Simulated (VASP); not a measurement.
# Al4Co (Ccce) in VASP: notebook

Runs on Al4Co. Level: PBE. Tasks: relaxation of cell and atoms, single point.

Everything below comes from runs of VASP 6.6.1. Logs are shortened: lines on timing, memory, paths and dates and some standing lists are left out, and cuts for length are marked.

## 1. The cell of the first run

Symmetry: Ccce, No. 68, orthorhombic system. Conventional cell: a = 5.400 Å, b = 9.570 Å, c = 5.380 Å, α = 90.00°, β = 90.00°, γ = 90.00°. Al (site symmetry 1) has 2 Co at 2.32 to 2.33 Å and 10 Al at 2.53 to 3.15 Å within 3.2 Å. Within 3.1 Å of Co (site symmetry 222) lie 8 Al at 2.32 to 2.33 Å.

## 2. Relaxation of cell and atoms, PBE, collinear spin, ferromagnetic start

File INCAR:

```
SYSTEM = Al4Co
PREC = Accurate
ENCUT = 600
EDIFF = 1E-6
ISMEAR = 0
SIGMA = 0.2
LREAL = .False.
LASPH = .True.
NELM = 150
ALGO = Normal
ISIF = 3
LWAVE = .False.
LCHARG = .False.
ISPIN = 2
MAGMOM = 0 0 0 0 0 0 0 0 3 3
LORBIT = 11
LMAXMIX = 4
GGA = PE
IBRION = 2
NSW = 36
EDIFFG = -0.08
```

File KPOINTS:

```
Automatic mesh
0
Gamma
  4 4 3
  0 0 0
```

File POSCAR:

```
Al4Co
1.0
    2.7000000000     -4.7850000000      0.0000000000
    2.7000000000      4.7850000000      0.0000000000
    0.0000000000      0.0000000000      5.3800000000
Al Co
8 2
Direct
    0.2980000000      0.0480000000      0.6730000000
    0.7020000000      0.9520000000      0.6730000000
    0.9520000000      0.7020000000      0.3270000000
    0.0480000000      0.2980000000      0.3270000000
    0.2020000000      0.4520000000      0.8270000000
    0.7980000000      0.5480000000      0.8270000000
    0.5480000000      0.7980000000      0.1730000000
    0.4520000000      0.2020000000      0.1730000000
    0.0000000000      0.0000000000      0.0000000000
    0.5000000000      0.5000000000      0.5000000000
```

Potentials or basis: VASP PAW PBE potentials, release 64 (Al, Co).

Started as:

```sh
> cat potpaw_PBE.64/Al/POTCAR potpaw_PBE.64/Co/POTCAR > POTCAR
> mpirun -np 1 vasp_std > vasp.out
```

OUTCAR:

```text
SYSTEM = Al4Co
   PREC = Accurate
   ENCUT = 600
   EDIFF = 1E-6
   ISMEAR = 0
   LREAL = .False.
   LASPH = .True.
   NELM = 150
   ISIF = 3
   ISPIN = 2
   LORBIT = 11
   GGA = PE
   IBRION = 2
   NSW = 36
   EDIFFG = -0.08

 ion  position               nearest neighbor table
   1  0.298  0.048  0.673-   9 2.32  10 2.33   2 2.53   3 2.64   5 2.66   8 2.82   8 2.82   6 2.82
                             6 2.82   4 3.03   2 3.04   5 3.15
   2  0.702  0.952  0.673-   9 2.32  10 2.33   1 2.53   4 2.64   6 2.66   7 2.82   7 2.82   5 2.82
                             5 2.82   3 3.03   1 3.04   6 3.15
   3  0.952  0.702  0.327-   9 2.32  10 2.33   4 2.53   1 2.64   7 2.66   6 2.82   6 2.82   8 2.82
                             8 2.82   2 3.03   4 3.04   7 3.15
   4  0.048  0.298  0.327-   9 2.32  10 2.33   3 2.53   2 2.64   8 2.66   5 2.82   5 2.82   7 2.82
                             7 2.82   1 3.03   3 3.04   8 3.15
   5  0.202  0.452  0.827-  10 2.32   9 2.33   6 2.53   7 2.64   1 2.66   4 2.82   4 2.82   2 2.82
                             2 2.82   8 3.03   6 3.04   1 3.15
   6  0.798  0.548  0.827-  10 2.32   9 2.33   5 2.53   8 2.64   2 2.66   3 2.82   3 2.82   1 2.82
                             1 2.82   7 3.03   5 3.04   2 3.15
   7  0.548  0.798  0.173-  10 2.32   9 2.33   8 2.53   5 2.64   3 2.66   2 2.82   2 2.82   4 2.82
                             4 2.82   6 3.03   8 3.04   3 3.15
   8  0.452  0.202  0.173-  10 2.32   9 2.33   7 2.53   6 2.64   4 2.66   1 2.82   1 2.82   3 2.82
                             3 2.82   5 3.03   7 3.04   4 3.15
   9  0.000  0.000  0.000-   1 2.32   2 2.32   3 2.32   4 2.32   5 2.33   6 2.33   7 2.33   8 2.33

  10  0.500  0.500  0.500-   5 2.32   6 2.32   7 2.32   8 2.32   1 2.33   2 2.33   3 2.33   4 2.33

  LATTYP: Found a base centered orthorhombic cell.
 ALAT       =     5.4000000000
 B/A-ratio  =     1.7722222222
 C/A-ratio  =     0.9962962963

  Lattice vectors:

 A1 = (   2.7000000000,  -4.7850000000,   0.0000000000)
 A2 = (   2.7000000000,   4.7850000000,   0.0000000000)
 A3 = (   0.0000000000,   0.0000000000,   5.3800000000)

Analysis of symmetry for initial positions (statically):
=====================================================================
 Subroutine PRICEL returns:
 Original cell was already a primitive cell.

 Routine SETGRP: Setting up the symmetry group for a
 base centered orthorhombic supercell.

 Subroutine GETGRP returns: Found  8 space group operations
 (whereof  4 operations were pure point group operations)
 out of a pool of  8 trial point group operations.

The static configuration has the point symmetry D_2 .
 The point group associated with its full space group is D_2h.

Analysis of symmetry for dynamics (positions and initial velocities):
=====================================================================
 Subroutine PRICEL returns:
 Original cell was already a primitive cell.

 Routine SETGRP: Setting up the symmetry group for a
 base centered orthorhombic supercell.

 Subroutine GETGRP returns: Found  8 space group operations
 (whereof  4 operations were pure point group operations)
 out of a pool of  8 trial point group operations.

The dynamic configuration has the point symmetry D_2 .
 The point group associated with its full space group is D_2h.

Analysis of structural, dynamic, and magnetic symmetry:
=====================================================================
 Subroutine PRICEL returns:
 Original cell was already a primitive cell.

 Routine SETGRP: Setting up the symmetry group for a
 base centered orthorhombic supercell.

 Subroutine GETGRP returns: Found  8 space group operations
 (whereof  4 operations were pure point group operations)
 out of a pool of  8 trial point group operations.

The overall configuration has the point symmetry D_2 .
 The point group associated with its full space group is D_2h.

 Subroutine INISYM returns: Found  8 space group operations
 (whereof  4 operations are pure point group operations),
 and found     1 'primitive' translations

----------------------------------------------------------------------------------------

                                     Primitive cell

  volume of cell :     139.0138

  direct lattice vectors                    reciprocal lattice vectors
     2.700000000 -4.785000000  0.000000000     0.185185185 -0.104493208  0.000000000
     2.700000000  4.785000000  0.000000000     0.185185185  0.104493208  0.000000000
[... 68 lines left out ...]
  0.250000  0.250000  0.333333      4.000000
  0.500000  0.250000  0.333333      8.000000
 -0.250000  0.250000  0.333333      4.000000
  0.500000  0.500000  0.333333      2.000000
   k-points           NKPTS =     14   k-points in BZ     NKDIM =     14   number of bands    NBANDS=     30
   number of dos      NEDOS =    301   number of ions     NIONS =     10
   total plane-waves  NPLWV = 110592
   dimension x,y,z NGX =    48 NGY =   48 NGZ =   48
   dimension x,y,z NGXF=    96 NGYF=   96 NGZF=   96
   ions per type =               8   2
   NGX,Y,Z   is equivalent  to a cutoff of  14.52, 14.52, 14.83 a.u.
   NGXF,Y,Z  is equivalent  to a cutoff of  29.05, 29.05, 29.66 a.u.
 SYSTEM =  Al4Co
   PREC   = accura    normal or accurate (medium, high low for compatibility)
   ISTART =      0    job   : 0-new  1-cont  2-samecut
   ICHARG =      2    charge: 1-file 2-atom 10-const
   ISPIN  =      2    spin polarized calculation?
   LNONCOLLINEAR =      F non collinear calculations
   LSORBIT =      F    spin-orbit coupling
   LASPH  =      T    aspherical Exc in radial PAW
   ENCUT  =  600.0 eV  44.10 Ry    6.64 a.u.  10.97 10.97 10.75*2*pi/ulx,y,z
   NELM   =    150;   NELMIN=  2; NELMDL= -5     # of ELM steps
   EDIFF  = 0.1E-05   stopping-criterion for ELM
   LREAL  =      F    real-space projection
   EDIFFG = -.8E-01   stopping-criterion for IOM
   NSW    =     36    number of steps for IOM
   IBRION =      2    ionic relax: 0-MD 1-quasi-New 2-CG
   NFREE  =      1    steps in history (QN), initial steepest desc. (CG)
   ISIF   =      3    stress and relaxation
   ISYM   =      2    0-nonsym 1-usesym 2-fastsym
   POTIM  = 0.5000    time-step for ionic-motion
   TEBEG  =    0.0;   TEEND  =   0.0 temperature during run
   PSTRESS=    0.0 pullay stress
   NELECT =      42.0000    total number of electrons
   NUPDOWN=      -1.0000    fix difference up-down
   EMIN   =  10.00;   EMAX   =-10.00  energy-range for DOS
   EFERMI =   0.00;   METHOD = LEGACY
   ISMEAR =     0;   SIGMA  =   0.20  broadening in eV -4-tet -1-fermi 0-gaus
   EFERMI_NEDOS =   21; number of points for ismear=-14 and -15
   IALGO  =     38    algorithm
   IMIX   =      4    mixing-type and parameters
     AMIX     =   0.40;   BMIX     =  1.00
     AMIX_MAG =   1.60;   BMIX_MAG =  1.00
  volume/ion in A,a.u.               =      13.90        93.81
  Fermi-wavevector in a.u.,A,eV,Ry     =   1.098513  2.075889 16.418575  1.206731
  Thomas-Fermi vector in A             =   2.234892
   LORBIT       =     11    0 simple, 1 ext, 2 COOP (PROOUT), +10 PAW based schemes
   GGA     = PE    functional components
   LHFCALC =     F    Hartree Fock is set to
   AEXX    =    0.0000 exact exchange contribution
   IVDW    =     0    specifies the selected vdW correction
   LEPSILON=     F    determine dielectric tensor
   LRPA    =     F    only Hartree local field effects (RPA)
 conjugate gradient relaxation of ions
 spin polarized calculation
 Gauss-broadening in eV      SIGMA  =   0.20
  energy-cutoff  :      600.00
  volume of cell :      139.01
 maximum number of plane-waves:      4662
 NGX is ok and might be reduce to    48
   NGX = 21   NGY = 21   NGZ = 21

--------------------------------------- Ionic step        1  -------------------------------------------

 number of electron      42.0000002 magnetization       0.0018488

 Free energy of the ion-electron system (eV)
  ---------------------------------------------------
  ext. energy  EPLUGINS =         0.00000000
  ---------------------------------------------------
  free energy    TOTEN  =       -43.08864395 eV

  energy without entropy =      -42.94862136  energy(sigma->0) =      -43.01863265

------------------------ aborting loop because EDIFF is reached ----------------------------------------

  FORCE on cell =-STRESS in cart. coord.  units (eV):
  Direction    XX          YY          ZZ          XY          YZ          ZX
  --------------------------------------------------------------------------------------
  -------------------------------------------------------------------------------------
  Total       14.7231087     18.7706754     17.9172767      0.0000000      0.0000000      0.0000000
  in kB      169.6883872    216.3378481    206.5021636      0.0000000      0.0000000      0.0000000
  external PRESSURE =     197.5094663 kB  Pullay stress =       0.0000000 kB
[... 305 lines left out ...]
--------------------------------------- Ionic step        8  -------------------------------------------

 number of electron      42.0000009 magnetization       0.0000001

 Free energy of the ion-electron system (eV)
  ---------------------------------------------------
  ext. energy  EPLUGINS =         0.00000000
  ---------------------------------------------------
  free energy    TOTEN  =       -44.64722963 eV

  energy without entropy =      -44.49466359  energy(sigma->0) =      -44.57094661

 E-fermi :   7.0805     XC(G=0): -10.2762

 val. band max:        7.0719806026   @ k =  -0.2500   0.2500   0.3333
 cond. band min:       7.1090986853   @ k =   0.5000   0.2500   0.0000
 fundamental gap:      0.0371180827
 Fermi energy:         7.0805056619

 spin component 1

 k-point     1 :       0.0000    0.0000    0.0000
  band No.  band energies     occupation
      1      -2.9085      1.00000
      2       0.8586      1.00000
      3       1.7810      1.00000
      4       2.0813      1.00000
      5       2.5375      1.00000
      6       2.8794      1.00000
[... 451 lines left out ...]
     29      10.3578      0.00000
     30      10.5860      0.00000
 Fermi energy:         7.0805056619

 spin component 2

 k-point     1 :       0.0000    0.0000    0.0000
  band No.  band energies     occupation
      1      -2.9085      1.00000
      2       0.8586      1.00000
      3       1.7810      1.00000
      4       2.0813      1.00000
      5       2.5375      1.00000
      6       2.8794      1.00000
[... 488 lines left out ...]
  FREE ENERGIE OF THE ION-ELECTRON SYSTEM (eV)
  ---------------------------------------------------
  free  energy   TOTEN  =       -44.6472296279 eV

  energy  without entropy=      -44.4946635942  energy(sigma->0) =      -44.57094661

 reached required accuracy - stopping structural energy minimisation

 total charge

# of ion       s       p       d       tot
------------------------------------------
    1        0.438   0.344   0.000   0.782
    2        0.438   0.344   0.000   0.782
    3        0.438   0.344   0.000   0.782
    4        0.438   0.344   0.000   0.782
    5        0.438   0.344   0.000   0.782
    6        0.438   0.344   0.000   0.782
    7        0.438   0.344   0.000   0.782
    8        0.438   0.344   0.000   0.782
    9        0.531   0.485   7.555   8.570
   10        0.531   0.485   7.555   8.570
--------------------------------------------------
tot          4.564   3.723  15.110  23.396

 magnetization (x)

# of ion       s       p       d       tot
------------------------------------------
    1       -0.000   0.000   0.000   0.000
    2       -0.000   0.000   0.000   0.000
    3       -0.000   0.000   0.000   0.000
    4       -0.000   0.000   0.000   0.000
    5       -0.000   0.000   0.000   0.000
    6       -0.000   0.000   0.000   0.000
    7       -0.000   0.000   0.000   0.000
    8       -0.000   0.000   0.000   0.000
    9        0.000   0.000   0.000   0.000
   10        0.000   0.000   0.000   0.000
--------------------------------------------------
tot          0.000   0.000   0.000   0.000
```

It took 9.3 min on 1 thread of Intel Xeon 6975P-C (Granite Rapids), shared host; peak memory 0.46 GiB.

What came out:

- Free energy: -44.6472 eV
- Relaxed volume: 16.46 Å³/atom
- Relaxed cell: a = 5.905 Å, b = 5.905 Å, c = 5.836 Å, α = 90.00°, β = 90.00°, γ = 126.00°
- Space group after relaxing (to 0.1 Å): Ccce (No. 68)
- Energy gained by relaxing: 155.9 meV/atom
- Ionic steps: 8
- Pressure after relaxing: 0.0 GPa
- Largest force after relaxing: 0.059 eV/Å
- Band gap on the k mesh: zero (filled and empty bands overlap)
- Net moment: 0.00 μB per cell
- Valence electrons inside the program's atomic spheres: Al 0.78; Co 8.57

Forces in eV/Å, atoms in the order of the input:
```
Al   0.016 -0.028  0.050
Al  -0.016  0.028  0.050
Al  -0.016 -0.028 -0.050
Al   0.016  0.028 -0.050
Al  -0.016  0.028 -0.050
Al   0.016 -0.028 -0.050
Al   0.016  0.028  0.050
Al  -0.016 -0.028  0.050
Co   0.000  0.000  0.000
Co   0.000  0.000  0.000
```

Stress tensor (GPa, compression positive):
```
 0.45  0.00  0.00
 0.00  0.21  0.00
 0.00  0.00 -0.53
```

The path:
```tsv
step	energy change (eV)	largest force (eV/Å)	pressure (GPa)	volume (Å³)
1	0.0000	0.3495	19.75	139.01
2	-1.0075	0.5548	-6.41	176.41
3	-1.2994	0.4304	-0.19	162.56
4	-1.3938	0.3169	-0.15	163.05
5	-1.5106	0.2373	0.40	164.25
6	-1.5373	0.1451	-0.64	165.84
7	-1.5417	0.1091	-1.03	166.63
8	-1.5586	0.0594	0.04	164.64
```

Final structure:
```yaml
crystal:
  lattice:
    - [2.68074, -5.26177, 0.00000]
    - [2.68074, 5.26177, 0.00000]
    - [0.00000, 0.00000, 5.83597]
  atoms:
    - { symbol: Al, position: [0.30264, 0.05597, 0.68940] }
    - { symbol: Al, position: [0.69736, 0.94403, 0.68940] }
    - { symbol: Al, position: [0.94403, 0.69736, 0.31060] }
    - { symbol: Al, position: [0.05597, 0.30264, 0.31060] }
    - { symbol: Al, position: [0.19736, 0.44403, 0.81060] }
    - { symbol: Al, position: [0.80264, 0.55597, 0.81060] }
    - { symbol: Al, position: [0.55597, 0.80264, 0.18940] }
    - { symbol: Al, position: [0.44403, 0.19736, 0.18940] }
    - { symbol: Co, position: [0.00000, 0.00000, 0.00000] }
    - { symbol: Co, position: [0.50000, 0.50000, 0.50000] }
```

Caveat: the k points lie up to 0.36 Å⁻¹ apart in the final cell, too coarse for converged energies and pressures of a metal; the volume moved by over 15 % at a fixed basis, so the end points are rough; the moments typed at the start vanished in this run; the relaxation stopped at a loose force limit of 0.08 eV/Å, so its end isn't a converged minimum.

## 3. Single point, PBE, collinear spin, ferromagnetic start

This run uses another cell than the first one, of 16.59 Å³/atom.

File INCAR:

```
SYSTEM = Al4Co
ALGO = Fast ; EDIFF = 1E-7
ENCUT = 520 ; GGA = PE
ISIF = 2 ; ISMEAR = 0
ISPIN = 2 ; LASPH = .TRUE.
LCHARG = .FALSE. ; LMAXMIX = 4
LORBIT = 11 ; LREAL = .FALSE.
LWAVE = .FALSE. ; MAGMOM = 0 0 0 0 0 0 0 0 3 3
NBANDS = 36 ; NELM = 150
PREC = Accurate ; SIGMA = 0.2
```

File KPOINTS:

```
k-points
0
G
  4 4 3
  0 0 0
```

File POSCAR:

```
Al4Co
1.0
    2.7696195909     -5.5556408377      0.0000000000
    2.7696195909      5.5556408377      0.0000000000
    0.0000000000      0.0000000000      5.3904891819
Al Co
8 2
Direct
    0.3261698169      0.0743993012      0.7012985107
    0.6738301831      0.9256006988      0.7012985107
    0.9256006988      0.6738301831      0.2987014893
    0.0743993012      0.3261698169      0.2987014893
    0.1738301831      0.4256006988      0.7987014893
    0.8261698169      0.5743993012      0.7987014893
    0.5743993012      0.8261698169      0.2012985107
    0.4256006988      0.1738301831      0.2012985107
    0.0000000000      0.0000000000      0.0000000000
    0.5000000000      0.5000000000      0.5000000000
```

Potentials or basis: VASP PAW PBE potentials, release 64 (Al, Co).

Started as:

```sh
> cat potpaw_PBE.64/Al/POTCAR potpaw_PBE.64/Co/POTCAR > POTCAR
> mpirun -np 1 vasp_std > vasp.out
```

Wall time 5.7 min (1 thread of Intel Xeon 6975P-C (Granite Rapids), shared host); peak memory 0.41 GiB.

It converged, with:

| Item | Value |
| --- | --- |
| Free energy | -44.8500 eV |
| Pressure | 0.2 GPa |
| Largest force | 0.037 eV/Å |
| Band gap on the k mesh | zero (filled and empty bands overlap) |
| Net moment | 0.00 μB per cell |
| Valence electrons inside the program's atomic spheres | Al 0.79; Co 8.58 |

Forces in eV/Å, atoms in the order of the input:
```
Al  -0.016 -0.033  0.007
Al   0.016  0.033  0.007
Al   0.016 -0.033 -0.007
Al  -0.016  0.033 -0.007
Al   0.016  0.033 -0.007
Al  -0.016 -0.033 -0.007
Al  -0.016  0.033  0.007
Al   0.016 -0.033  0.007
Co   0.000  0.000  0.000
Co   0.000  0.000  0.000
```

Stress tensor (GPa, compression positive):
```
0.15 0.00 0.00
0.00 0.31 0.00
0.00 0.00 0.08
```

Levels at points of the mesh, in eV from the Fermi level:
Spin up:
| k point | band 18 | band 19 | band 20 | band 21 | band 22 | band 23 | band 24 | band 25 |
| --- | --- | --- | --- | --- | --- | --- | --- | --- |
| (0.00, 0.00, 0.00) | -0.95 | -0.94 | -0.54 | -0.53 | -0.06 | 0.17 | 0.84 | 1.72 |
| (0.50, 0.00, 0.00) | -1.17 | -0.56 | -0.56 | 0.07 | 0.07 | 0.21 | 0.21 | 1.56 |
| (0.50, 0.50, 0.00) | -0.89 | -0.84 | -0.80 | -0.64 | -0.52 | 0.50 | 0.96 | 1.16 |
Spin down:
```tsv
k point	band 19	band 20	band 21	band 22	band 23	band 24
(0.00, 0.00, 0.00)	-0.94	-0.54	-0.53	-0.06	0.17	0.84
(0.50, 0.00, 0.00)	-0.56	-0.56	0.07	0.07	0.21	0.21
(0.50, 0.50, 0.00)	-0.84	-0.80	-0.64	-0.52	0.50	0.96
```

Caveat: the k points lie up to 0.39 Å⁻¹ apart, too coarse for converged energies and pressures of a metal; the moments typed at the start vanished in this run.

The gap in the log of VASP goes by the Fermi energy; the results here count the filled bands.